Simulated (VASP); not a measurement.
Wanted: the native input for a VASP 6.6.1 run.

```yaml
Task: single point
Functional: PBE
Potentials_or_basis: VASP PAW PBE potentials, release 64 (Fe, O)
Cutoff: 520 eV
k_mesh: 6 × 6 × 6
Occupations: gaussian, width 0.05 eV
Spin: collinear spin, ferromagnetic start
Starting_moments: "[5.0, 5.0, 5.0, 5.0, 0.0, 0.0, 0.0, 0.0, 0.0, 0.0] μB"
Dipole_correction: no
Further_INCAR_settings: ALGO = Normal; EDIFF = 1e-06; NBANDS = 49
```

The structure of Fe2O3 (Hematite) lies in POSCAR:

```
Fe2O3
1.0
    2.3865028408      1.3778480576      4.4345385515
   -2.3865028408      1.3778480576      4.4345385515
    0.0000000000     -2.7556961151      4.4345385515
Fe O
4 6
Direct
    0.3454541928      0.3454541928      0.3454541928
    0.1545458072      0.1545458072      0.1545458072
    0.6545458072      0.6545458072      0.6545458072
    0.8454541928      0.8454541928      0.8454541928
    0.5632180984      0.9367819016      0.2500000000
    0.2500000000      0.5632180984      0.9367819016
    0.9367819016      0.2500000000      0.5632180984
    0.4367819016      0.0632180984      0.7500000000
    0.7500000000      0.4367819016      0.0632180984
    0.0632180984      0.7500000000      0.4367819016
```

These files were run (other wordings do the same):

INCAR

```
PREC = Accurate
ENCUT = 520
EDIFF = 1E-6
ISMEAR = 0
SIGMA = 0.05
LREAL = False
LASPH = True
NELM = 150
ALGO = Normal
ISIF = 2
LWAVE = False
LCHARG = True
ISPIN = 2
MAGMOM = 5 5 5 5 0 0 0 0 0 0
LORBIT = 11
LMAXMIX = 4
GGA = PE
LELF = True
LVHAR = True
NBANDS = 49
```

KPOINTS

```
regular mesh
0
Gamma
  6 6 6
```

Potentials or basis: VASP PAW PBE potentials, release 64 (Fe, O).

Command:

```bash
$ cat potpaw_PBE.64/Fe/POTCAR potpaw_PBE.64/O/POTCAR > POTCAR
$ mpirun -np 1 vasp_std > vasp.out
```

It gave:

- Pressure: 1.6 GPa
- Largest force: 0.042 eV/Å
- Band gap on the k mesh: zero (filled and empty bands overlap)
- Net moment: 4.00 μB per cell
- Site moments: Fe +0.94; O +0.03 μB
- Valence electrons inside the program's atomic spheres: Fe 7.37; O 5.01

Caveat: the moment fell far below its start of 5 μB, so a state of higher moment may lie lower in energy; semilocal functionals often make such compounds metallic where correlation or magnetic order opens a gap, which also shifts bond lengths; only a ferromagnetic start was run, and an antiferromagnetic order may lie lower in energy.

It took 7.3 min on 1 thread of Intel(R) Xeon(R) Platinum 8259CL CPU @ 2.50GHz (Skylake/Cascade Lake), with other jobs on the host, peak memory 0.4 GiB.
